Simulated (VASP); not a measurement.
Write the native input for VASP 6.6.1 that does the following.

- Task: single point
- Functional: PBE
- Potentials or basis: VASP PAW PBE potentials, release 64 (Sc_sv, H, Br)
- Cutoff: 520 eV
- k mesh: 3 × 3 × 6
- Occupations: gaussian, width 0.1 eV
- Spin: no spin polarisation
- Dipole correction: no
- Further INCAR settings: ALGO = Normal; EDIFF = 1e-06; NBANDS = 23

The structure of ScH3Br2 lies in POSCAR:

```
ScH3Br2
1.0
    6.0504698700      0.0000000000      0.0000000000
   -3.0252349300      5.2398606100      0.0000000000
    0.0000000000      0.0000000000      3.2747052500
Sc H Br
1 3 2
Direct
    0.0000000000      0.0000000000      0.0000000000
    0.5000000000      0.0000000000      0.5000000000
    0.5000000000      0.5000000000      0.5000000000
    0.0000000000      0.5000000000      0.5000000000
    0.3333333300      0.6666666700      0.0000000000
    0.6666666700      0.3333333300      0.0000000000
```

The input as run:

INCAR

```
SYSTEM = ScH3Br2
ALGO = Normal
EDIFF = 1E-6
ENCUT = 520
GGA = PE
ISIF = 2
ISMEAR = 0
LASPH = .True.
LCHARG = .False.
LREAL = .False.
LWAVE = .False.
NBANDS = 23
NELM = 80
PREC = Accurate
SIGMA = 0.1
```

KPOINTS

```
k-points
0
Gamma
  3 3 6
  0 0 0
```

Potentials or basis: VASP PAW PBE potentials, release 64 (Sc_sv, H, Br).

Command:

```bash
$ cat potpaw_PBE.64/Sc_sv/POTCAR potpaw_PBE.64/H/POTCAR potpaw_PBE.64/Br/POTCAR > POTCAR
$ mpirun -np 1 vasp_std > vasp.out
```

It gave:

| Quantity | Value |
| --- | --- |
| Pressure | -5.6 GPa |
| Band gap on the k mesh | zero (band 14 reaches 2.74 eV, above the bottom of band 15 at 2.16 eV) |

Caveat: the k points lie up to 0.40 Å⁻¹ apart.

It took 29 s on 1 thread of Intel(R) Xeon(R) Platinum 8175M CPU @ 2.50GHz (Skylake/Cascade Lake), on a shared host, peak memory 0.23 GiB.
